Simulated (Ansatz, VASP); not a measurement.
GaAs in VASP and in Ansatz

File INCAR:

```
PREC     = Accurate       # precision mode
ENCUT    = 500            # plane-wave cutoff, eV
EDIFF    = 1E-6           # SCF threshold, eV
ISMEAR   = 0              # smearing method
SIGMA    = 0.03           # smearing width, eV
LREAL    = False          # projectors in reciprocal space
LASPH    = True           # aspherical terms in the spheres
NELM     = 120            # most SCF steps
ALGO     = Normal         # electronic algorithm
ISIF     = 2              # what is computed and relaxed
LWAVE    = False          # write WAVECAR
LCHARG   = False          # write CHGCAR
GGA      = PE             # functional
NBANDS   = 16             # bands
GGA_COMPAT= False
```

Contents of KPOINTS:

```
regular mesh
0
Gamma
  10 10 10
```

Contents of POSCAR:

```
GaAs
1.0
    0.0000000000      2.9445095741      2.8726922674
    2.9445095741      0.0000000000      2.8726922674
    2.9445095741      2.9445095741      0.0000000000
Ga As
1 1
Direct
    0.0000000000      0.0000000000      0.0000000000
    0.7500000000      0.7500000000      0.7500000000
```

Input for Ansatz:

```yaml
crystal:
  lattice:
    - [0.0, 2.9445095741, 2.8726922674]
    - [2.9445095741, 0.0, 2.8726922674]
    - [2.9445095741, 2.9445095741, 0.0]
  atoms:
    - { symbol: Ga, position: [0.0, 0.0, 0.0] }
    - { symbol: As, position: [0.75, 0.75, 0.75] }
basis:
  ecutwfc: 420
kpoints:
  mp_grid: { grid: [10, 10, 10] }
hamiltonian:
  xc: pbe
scf:
  occupations: { method: gaussian, width: 0.03 }
output:
  forces: true
  stress: true
  eigenvalues: true
```

Change from the starting cell: strain +0.025 along x and y, +0.000 along z, atoms carried along.

Alike in both runs: task single point; functional PBE; k mesh 10 × 10 × 10; occupations gaussian, width 0.03 eV; no spin polarisation.

|  | VASP | Ansatz |
| --- | --- | --- |
| version | VASP 6.6.1 | Ansatz 0.2.0 |
| potentials or method | VASP PAW PBE potentials, release 64 (Ga_d, As), cutoff 500 eV | scalar-relativistic, plane waves, PAW |
| valence electrons in the cell | 18 | 28 |

```csv
,VASP,Ansatz,Ansatz less VASP
gap on the k mesh at the Fermi level (eV),0.12,0.12,0.000
least direct gap on the mesh (eV),0.12,0.12,0.000
pressure (GPa),-2.5,-2.6,-0.12
"traceless stress, the component that is largest in VASP (GPa)",0.87,0.87,0.000
```

VASP's potentials hold 18 valence electrons a cell and Ansatz's 28, so a difference there can come from the potentials and not from the codes.
